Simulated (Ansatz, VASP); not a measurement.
**C in VASP and in Ansatz**

```
C
1.0
     0.00000    2.11665    3.35975
     1.29615    0.00000    3.35975
     1.29615    2.11665    0.00000
C
2
Direct
  0.16671 0.83329 0.16671
  0.83329 0.16671 0.83329
```

Change from the starting cell: strain +0.0600 x Voigt [1, 0, 0, 0, 0, 0], atoms carried along.

Alike in both runs: task single point; functional LDA; k mesh 16 × 16 × 16; occupations gaussian, width 0.03 eV; no spin polarisation.

|  | VASP | Ansatz |
| --- | --- | --- |
| version | VASP 6.6.1 | Ansatz 0.2.0 |
| potentials or method | VASP PAW LDA potentials, release 64 (C), cutoff 520 eV | scalar-relativistic, plane waves, PAW |
| valence electrons in the cell | 8 | 8 |

Ansatz gave:

* gap on the k mesh at the Fermi level (eV): 0.03
* least direct gap on the mesh (eV): 0.34
* pressure (GPa): -21.3
* traceless stress, the component that is largest in VASP (GPa): -34.03
* rms of the force components (eV/Å): 0.259

Task: What did VASP give for the same quantities?

Result: gap on the k mesh at the Fermi level (eV): 0.02; least direct gap on the mesh (eV): 0.34; pressure (GPa): -20.6; traceless stress, the component that is largest in VASP (GPa): -33.63; rms of the force components (eV/Å): 0.264.

LDA's correlation is that of Perdew and Zunger in VASP and of Perdew and Wang (1992) in Ansatz. Atom by atom the forces differ by 0.005 eV/Å (rms over components).
